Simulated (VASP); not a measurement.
# AlGa3Sb4 (P-4m2) in VASP: single point with PBE

Aim: the single point of AlGa3Sb4 with PBE.

All numbers are computed with VASP 6.6.1; they aren't measurements. Logs are shortened: lines on timing, memory, paths and dates and some standing lists are left out, and cuts for length are marked.

**1. The cell of the first run**

It takes space group P-4m2 (No. 115, tetragonal). The conventional cell has a = 4.398 Å, b = 4.398 Å, c = 12.421 Å, α = 90.00°, β = 90.00°, γ = 90.00°. Al (site symmetry -4m2) has 4 Sb at 2.69 Å within 3.6 Å. Within 3.5 Å of Ga (site symmetry -4m2) lie 4 Sb at 2.69 Å. Within 3.5 Å of Ga (site symmetry 2mm) lie 4 Sb at 2.69 Å. Sb (site symmetry 2mm) has 4 Ga at 2.69 Å within 3.5 Å. Sb (site symmetry 2mm) has 2 Al at 2.69 Å and 2 Ga at 2.69 Å within 3.6 Å.

**2. Single point, PBE**

INCAR

```
SYSTEM = AlGa3Sb4
PREC     = Accurate       ! precision mode
ENCUT    = 520            ! plane-wave cutoff, eV
EDIFF    = 1E-6           ! SCF threshold, eV
ISMEAR   = 0              ! smearing method
SIGMA    = 0.1            ! smearing width, eV
LREAL    = .FALSE.        ! projectors in reciprocal space
LASPH    = .TRUE.         ! aspherical terms in the spheres
NELM     = 80             ! most SCF steps
ALGO     = Normal         ! electronic algorithm
ISIF     = 2              ! what is computed and relaxed
LWAVE    = .FALSE.        ! write WAVECAR
LCHARG   = .FALSE.        ! write CHGCAR
GGA      = PE             ! functional
NBANDS   = 41             ! bands
```

KPOINTS

```
regular mesh
0
G
  8 8 4
  0 0 0
```

POSCAR

```
AlGa3Sb4
1.0
    4.3982795232      0.0000000000      0.0000000000
    0.0000000000      4.3982795232      0.0000000000
    0.0000000000      0.0000000000     12.4213572831
Al Ga Sb
1 3 4
Direct
    0.0000000000      0.0000000000      0.5000000000
    0.0000000000      0.0000000000      0.0000000000
    0.5000000000      0.5000000000      0.2495651813
    0.5000000000      0.5000000000      0.7504348187
    0.5000000000      0.0000000000      0.1248066394
    0.0000000000      0.5000000000      0.3747940486
    0.5000000000      0.0000000000      0.6252059514
    0.0000000000      0.5000000000      0.8751933606
```

Potentials or basis: VASP PAW PBE potentials, release 64 (Al, Ga_d, Sb).

Run with:

```
$ cat potpaw_PBE.64/Al/POTCAR potpaw_PBE.64/Ga_d/POTCAR potpaw_PBE.64/Sb/POTCAR > POTCAR
$ mpirun -np 1 vasp_std > vasp.out
```

OUTCAR:

```text
SYSTEM = AlGa3Sb4
   PREC = Accurate
   ENCUT = 520
   EDIFF = 1E-6
   ISMEAR = 0
   LREAL = .FALSE.
   LASPH = .TRUE.
   NELM = 80
   ISIF = 2
   GGA = PE

 ion  position               nearest neighbor table
   1  0.000  0.000  0.500-   6 2.69   7 2.69   6 2.69   7 2.69
   2  0.000  0.000  0.000-   5 2.69   8 2.69   8 2.69   5 2.69
   3  0.500  0.500  0.250-   5 2.69   5 2.69   6 2.69   6 2.69
   4  0.500  0.500  0.750-   8 2.69   8 2.69   7 2.69   7 2.69
   5  0.500  0.000  0.125-   3 2.69   3 2.69   2 2.69   2 2.69
   6  0.000  0.500  0.375-   1 2.69   1 2.69   3 2.69   3 2.69
   7  0.500  0.000  0.625-   1 2.69   1 2.69   4 2.69   4 2.69
   8  0.000  0.500  0.875-   4 2.69   4 2.69   2 2.69   2 2.69

  LATTYP: Found a simple tetragonal cell.
 ALAT       =     4.3982795232
 C/A-ratio  =     2.8241400342

  Lattice vectors:

 A1 = (   4.3982795232,   0.0000000000,   0.0000000000)
 A2 = (   0.0000000000,   4.3982795232,   0.0000000000)
 A3 = (   0.0000000000,   0.0000000000,  12.4213572831)

Analysis of symmetry for initial positions (statically):
=====================================================================
 Subroutine PRICEL returns:
 Original cell was already a primitive cell.

 Routine SETGRP: Setting up the symmetry group for a
 simple tetragonal supercell.

 Subroutine GETGRP returns: Found  8 space group operations
 (whereof  8 operations were pure point group operations)
 out of a pool of 16 trial point group operations.

The static configuration has the point symmetry D_2d.

Analysis of symmetry for dynamics (positions and initial velocities):
=====================================================================
 Subroutine PRICEL returns:
 Original cell was already a primitive cell.

 Routine SETGRP: Setting up the symmetry group for a
 simple tetragonal supercell.

 Subroutine GETGRP returns: Found  8 space group operations
 (whereof  8 operations were pure point group operations)
 out of a pool of 16 trial point group operations.

The dynamic configuration has the point symmetry D_2d.

 Subroutine INISYM returns: Found  8 space group operations
 (whereof  8 operations are pure point group operations),
 and found     1 'primitive' translations

----------------------------------------------------------------------------------------

                                     Primitive cell

  volume of cell :     240.2895

  direct lattice vectors                    reciprocal lattice vectors
     4.398279523  0.000000000  0.000000000     0.227361630  0.000000000  0.000000000
     0.000000000  4.398279523  0.000000000     0.000000000  0.227361630  0.000000000
     0.000000000  0.000000000 12.421357283     0.000000000  0.000000000  0.080506500

  length of vectors
     4.398279523  4.398279523 12.421357283     0.227361630  0.227361630  0.080506500

  position of ions in fractional coordinates (direct lattice)
     0.000000000  0.000000000  0.500000000
     0.000000000  0.000000000  0.000000000
     0.500000000  0.500000000  0.249565181
     0.500000000  0.500000000  0.750434819
     0.500000000  0.000000000  0.124806639
     0.000000000  0.500000000  0.374794049
     0.500000000  0.000000000  0.625205951
     0.000000000  0.500000000  0.875193361

  ion indices of the primitive-cell ions
   primitive index   ion index
                 1           1
                 2           2
                 3           3
                 4           4
                 5           5
                 6           6
                 7           7
                 8           8

----------------------------------------------------------------------------------------

 KPOINTS: regular mesh

Automatic generation of k-mesh.
 Grid dimensions read from file:
 generate k-points for:    8    8    4

 Generating k-lattice:

  Cartesian coordinates                     Fractional coordinates (reciprocal lattice)
     0.028420204  0.000000000  0.000000000     0.125000000  0.000000000  0.000000000
     0.000000000  0.028420204  0.000000000     0.000000000  0.125000000  0.000000000
     0.000000000  0.000000000  0.020126625     0.000000000  0.000000000  0.250000000

  Length of vectors
     0.028420204  0.028420204  0.020126625

  Shift w.r.t. Gamma in fractional coordinates (k-lattice)
     0.000000000  0.000000000  0.000000000

 Subroutine IBZKPT returns following result:
 ===========================================

 Found     45 irreducible k-points:

 Following reciprocal coordinates:
            Coordinates               Weight
  0.000000  0.000000  0.000000      1.000000
  0.125000  0.000000  0.000000      4.000000
  0.250000  0.000000  0.000000      4.000000
  0.375000  0.000000  0.000000      4.000000
  0.500000  0.000000  0.000000      2.000000
  0.125000  0.125000  0.000000      4.000000
[... 16 lines left out ...]
  0.375000  0.125000  0.250000     16.000000
  0.500000  0.125000  0.250000      8.000000
 [... further k-points ...]
   k-points           NKPTS =     45   k-points in BZ     NKDIM =     45   number of bands    NBANDS=     41
   number of dos      NEDOS =    301   number of ions     NIONS =      8
   total plane-waves  NPLWV = 124416
   dimension x,y,z NGX =    36 NGY =   36 NGZ =   96
   dimension x,y,z NGXF=    72 NGYF=   72 NGZF=  192
   ions per type =               1   3   4
   NGX,Y,Z   is equivalent  to a cutoff of  13.61, 13.61, 12.85 a.u.
   NGXF,Y,Z  is equivalent  to a cutoff of  27.21, 27.21, 25.70 a.u.
 SYSTEM =  AlGa3Sb4
   PREC   = accura    normal or accurate (medium, high low for compatibility)
   ISTART =      0    job   : 0-new  1-cont  2-samecut
   ICHARG =      2    charge: 1-file 2-atom 10-const
   ISPIN  =      1    spin polarized calculation?
   LNONCOLLINEAR =      F non collinear calculations
   LSORBIT =      F    spin-orbit coupling
   LASPH  =      T    aspherical Exc in radial PAW
   ENCUT  =  520.0 eV  38.22 Ry    6.18 a.u.   8.18  8.18 23.10*2*pi/ulx,y,z
   NELM   =     80;   NELMIN=  2; NELMDL= -5     # of ELM steps
   EDIFF  = 0.1E-05   stopping-criterion for ELM
   LREAL  =      F    real-space projection
[... 7 lines left out ...]
   TEBEG  =    0.0;   TEEND  =   0.0 temperature during run
   PSTRESS=    0.0 pullay stress
   NELECT =      62.0000    total number of electrons
   NUPDOWN=      -1.0000    fix difference up-down
   EMIN   =  10.00;   EMAX   =-10.00  energy-range for DOS
   EFERMI =   0.00;   METHOD = LEGACY
   ISMEAR =     0;   SIGMA  =   0.10  broadening in eV -4-tet -1-fermi 0-gaus
   EFERMI_NEDOS =   21; number of points for ismear=-14 and -15
   IALGO  =     38    algorithm
   IMIX   =      4    mixing-type and parameters
     AMIX     =   0.40;   BMIX     =  1.00
     AMIX_MAG =   1.60;   BMIX_MAG =  1.00
  volume/ion in A,a.u.               =      30.04       202.69
  Fermi-wavevector in a.u.,A,eV,Ry     =   1.042223  1.969515 14.779029  1.086228
  Thomas-Fermi vector in A             =   2.176878
   LORBIT       =      0    0 simple, 1 ext, 2 COOP (PROOUT), +10 PAW based schemes
   GGA     = PE    functional components
   LHFCALC =     F    Hartree Fock is set to
   AEXX    =    0.0000 exact exchange contribution
   IVDW    =     0    specifies the selected vdW correction
   LEPSILON=     F    determine dielectric tensor
   LRPA    =     F    only Hartree local field effects (RPA)
 non-spin polarized calculation
 Gauss-broadening in eV      SIGMA  =   0.10
  energy-cutoff  :      520.00
  volume of cell :      240.29
 maximum number of plane-waves:      6512
 NGX is ok and might be reduce to    36
   NGX = 17   NGY = 17   NGZ = 47

 number of electron      61.9999974 magnetization

 Free energy of the ion-electron system (eV)
  ---------------------------------------------------
  ext. energy  EPLUGINS =         0.00000000
  ---------------------------------------------------
  free energy    TOTEN  =       -30.31253763 eV

  energy without entropy =      -30.31177241  energy(sigma->0) =      -30.31215502

 E-fermi :   4.4727     XC(G=0):  -8.7850

 val. band max:        4.4579258156   @ k =   0.0000   0.0000   0.0000
 cond. band min:       4.7414632751   @ k =   0.5000   0.0000   0.0000
 fundamental gap:      0.2835374596
 Fermi energy:         4.4727350690

 k-point     1 :       0.0000    0.0000    0.0000
  band No.  band energies     occupation
      1     -10.5045      2.00000
      2     -10.4963      2.00000
      3     -10.4754      2.00000
      4     -10.4708      2.00000
      5     -10.4708      2.00000
      6     -10.4673      2.00000
[... 33 lines left out ...]
     40       7.2600      0.00000
     41       7.2600      0.00000

 k-point     2 :       0.1250    0.0000    0.0000
  band No.  band energies     occupation
      1     -10.5032      2.00000
      2     -10.4954      2.00000
      3     -10.4759      2.00000
      4     -10.4726      2.00000
      5     -10.4703      2.00000
      6     -10.4673      2.00000
[... 33 lines left out ...]
     40       7.4190      0.00000
     41       7.7965      0.00000

 k-point     3 :       0.2500    0.0000    0.0000
  band No.  band energies     occupation
      1     -10.5002      2.00000
      2     -10.4938      2.00000
      3     -10.4797      2.00000
      4     -10.4760      2.00000
      5     -10.4690      2.00000
      6     -10.4673      2.00000
[... 33 lines left out ...]
     40       8.2716      0.00000
     41       8.8773      0.00000

 k-point     4 :       0.3750    0.0000    0.0000
  band No.  band energies     occupation
      1     -10.4974      2.00000
      2     -10.4934      2.00000
      3     -10.4854      2.00000
      4     -10.4777      2.00000
      5     -10.4676      2.00000
      6     -10.4671      2.00000
[... 825 lines left out ...]
     40       8.3674      0.00000
     41       8.7770      0.00000

 k-point    23 :       0.3750    0.1250    0.2500
  band No.  band energies     occupation
      1     -10.4984      2.00000
      2     -10.4944      2.00000
      3     -10.4859      2.00000
      4     -10.4787      2.00000
      5     -10.4667      2.00000
      6     -10.4663      2.00000
[... 33 lines left out ...]
     40       8.6141      0.00000
     41       8.9731      0.00000

 k-point    24 :       0.5000    0.1250    0.2500
  band No.  band energies     occupation
      1     -10.4978      2.00000
      2     -10.4952      2.00000
      3     -10.4882      2.00000
      4     -10.4787      2.00000
      5     -10.4663      2.00000
      6     -10.4657      2.00000
[... 33 lines left out ...]
     40       8.6613      0.00000
     41       8.7589      0.00000

 [... further k-points ...]
[... 5 lines left out ...]
  --------------------------------------------------------------------------------------
  -------------------------------------------------------------------------------------
  Total        0.1433436      0.1433436      0.1424478      0.0000000      0.0000000      0.0000000
  in kB        0.9557717      0.9557717      0.9497990      0.0000000      0.0000000      0.0000000
  external PRESSURE =       0.9537808 kB  Pullay stress =       0.0000000 kB

 VOLUME and BASIS-vectors are now :
 -----------------------------------------------------------------------------
  energy-cutoff  :      520.00
  volume of cell :      240.29
      direct lattice vectors                 reciprocal lattice vectors
     4.398279523  0.000000000  0.000000000     0.227361630  0.000000000  0.000000000
     0.000000000  4.398279523  0.000000000     0.000000000  0.227361630  0.000000000
     0.000000000  0.000000000 12.421357283     0.000000000  0.000000000  0.080506500

 POSITION                                       TOTAL-FORCE (eV/Angst)
 -----------------------------------------------------------------------------------
      0.00000      0.00000      6.21068        -0.000000     -0.000000      0.000000
      0.00000      0.00000      0.00000        -0.000000     -0.000000      0.000000
      2.19914      2.19914      3.09994         0.000000      0.000000     -0.001683
      2.19914      2.19914      9.32142        -0.000000     -0.000000      0.001683
      2.19914      0.00000      1.55027        -0.000000     -0.000000      0.000128
      0.00000      2.19914      4.65545        -0.000000     -0.000000     -0.010214
      2.19914      0.00000      7.76591        -0.000000     -0.000000      0.010214
      0.00000      2.19914     10.87109        -0.000000     -0.000000     -0.000128
 -----------------------------------------------------------------------------------
    total drift:                                0.000000      0.000000      0.000000

  FREE ENERGIE OF THE ION-ELECTRON SYSTEM (eV)
  ---------------------------------------------------
  free  energy   TOTEN  =       -30.3125376267 eV

  energy  without entropy=      -30.3117724109  energy(sigma->0) =      -30.31215502
```

It took 6 min on 1 thread of Intel Xeon Platinum 8375C at 2.90GHz (Ice Lake), shared host; peak memory 0.58 GiB.

Results:

```
Free energy   : -30.3125 eV
Pressure      : 0.1 GPa
Largest force : 0.010 eV/Å
```

Forces in eV/Å, atoms in the order of the input:
```
Al   0.000  0.000  0.000
Ga   0.000  0.000  0.000
Ga   0.000  0.000 -0.002
Ga   0.000  0.000  0.002
Sb   0.000  0.000  0.000
Sb   0.000  0.000 -0.010
Sb   0.000  0.000  0.010
Sb   0.000  0.000  0.000
```

Levels at points of the mesh, in eV from the Fermi level:
| k point | band 29 | band 30 | band 31 | band 32 | band 33 | band 34 |
| --- | --- | --- | --- | --- | --- | --- |
| (0.00, 0.00, 0.00) | -0.08 | -0.07 | -0.07 | -0.01 | 0.99 | 1.15 |
| (0.50, 0.00, 0.00) | -1.10 | -1.08 | -1.08 | 0.27 | 0.63 | 1.92 |
| (0.50, 0.50, 0.00) | -2.40 | -2.40 | -2.39 | 0.83 | 1.17 | 1.25 |
| (0.00, 0.00, 0.50) | -0.73 | -0.62 | -0.62 | 0.86 | 1.01 | 1.43 |
| (0.50, 0.00, 0.50) | -1.13 | -1.11 | -1.11 | 1.29 | 1.34 | 1.36 |
| (0.50, 0.50, 0.50) | -2.69 | -2.68 | -2.68 | 1.73 | 1.93 | 1.94 |

Caveat: spin-orbit coupling is left out, which moves the levels of the heavy elements.
